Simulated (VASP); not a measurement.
Wanted: the native input for a VASP 6.6.1 run.

- Task: single point
- Functional: LDA
- Potentials or basis: VASP PAW LDA potentials, release 64 (Ni)
- Cutoff: 520 eV
- k mesh: 22 × 22 × 22
- Occupations: gaussian, width 0.15 eV
- Spin: collinear spin, ferromagnetic start
- Starting moments: [0.7] μB
- Dipole correction: no
- Further INCAR settings: ALGO = Fast; EDIFF = 1e-06; NBANDS = 15

The structure of Ni lies in POSCAR:

```
Ni
1.0
    0.0000000000      1.7720504429      1.9689449366
    1.3953827159      0.0000000000      1.9689449366
    1.3953827159      1.7720504429      0.0000000000
Ni
1
Direct
    0.0000000000      0.0000000000      0.0000000000
```

This cell differs from its parent crystal: strain +e along x and -e along y -0.1100, strain +e along z and -e/2 along x and y +0.1500.

These files were run (other wordings do the same):

INCAR

```
SYSTEM = Ni
PREC     = Accurate       ! precision mode
ENCUT    = 520            ! plane-wave cutoff, eV
EDIFF    = 1E-6           ! SCF threshold, eV
ISMEAR   = 0              ! smearing method
SIGMA    = 0.15           ! smearing width, eV
LREAL    = .False.        ! projectors in reciprocal space
LASPH    = .True.         ! aspherical terms in the spheres
NELM     = 150            ! most SCF steps
ALGO     = Fast           ! electronic algorithm
ISIF     = 2              ! what is computed and relaxed
LWAVE    = .False.        ! write WAVECAR
LCHARG   = .False.        ! write CHGCAR
ISPIN    = 2              ! spin polarisation
MAGMOM   = 0.7            ! initial moments
LORBIT   = 11             ! projections on sites
LMAXMIX  = 4              ! l up to which the mixer works
GGA      = CA             ! functional
NBANDS   = 15             ! bands
```

KPOINTS

```
regular mesh
0
Gamma
  22 22 22
  0 0 0
```

Potentials or basis: VASP PAW LDA potentials, release 64 (Ni).

The run is started by

```bash
$ cat potpaw_LDA.64/Ni/POTCAR > POTCAR
$ mpirun -np 1 vasp_std > vasp.out
```

It gave:

```json
{
 "Pressure": "10.9 GPa",
 "Net moment": "0.20 μB per cell",
 "Site moments": "Ni +0.20 μB",
 "Valence electrons inside the program's atomic spheres": "Ni 9.55"
}
```

Caveat: the cell differs from its parent crystal (strain +e along x and -e along y -0.1100, strain +e along z and -e/2 along x and y +0.1500).

Wall time 4 min on 1 thread of Intel(R) Xeon(R) 6975P-C (Granite Rapids), with other jobs on the host, peak memory 0.41 GiB.
